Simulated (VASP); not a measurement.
Input of a VASP 6.6.1 run:

INCAR

```
PREC = Accurate ; ENCUT = 520
EDIFF = 1E-6 ; ISMEAR = 0
SIGMA = 0.02 ; LREAL = False
LASPH = True ; NELM = 80
ALGO = Normal ; ISIF = 2
LWAVE = False ; LCHARG = False
GGA = PS ; NBANDS = 41
```

Contents of KPOINTS:

```
Automatic mesh
0
Gamma
  6 6 6
```

File POSCAR:

```
AlGa3N4
1.0
    4.6118434592      0.0000000000      0.0000000000
    0.0000000000      4.6118434592      0.0000000000
    0.0000000000      0.0000000000      4.6118434592
Al Ga N
1 3 4
Direct
    0.0000000000      0.0000000000      0.0000000000
    0.5000000000      0.5000000000      0.0000000000
    0.5000000000      0.0000000000      0.5000000000
    0.0000000000      0.5000000000      0.5000000000
    0.7550309220      0.7550309220      0.2449690780
    0.7550309220      0.2449690780      0.7550309220
    0.2449690780      0.7550309220      0.7550309220
    0.2449690780      0.2449690780      0.2449690780
```

Potentials or basis: VASP PAW PBE potentials, release 64 (Al, Ga_d, N).

The run is started by

```console
$ cat potpaw_PBE.64/Al/POTCAR potpaw_PBE.64/Ga_d/POTCAR potpaw_PBE.64/N/POTCAR > POTCAR
$ mpirun -np 1 vasp_std > vasp.out
```

(1) What does it give for the band gap on the k mesh?

(2) Predict the pressure.

Results:

(1) 1.66 eV.

(2) -15.0 GPa.

Caveat: the cell stands under tension; the PAW data sets were made with another functional, which shifts forces and pressure a little.
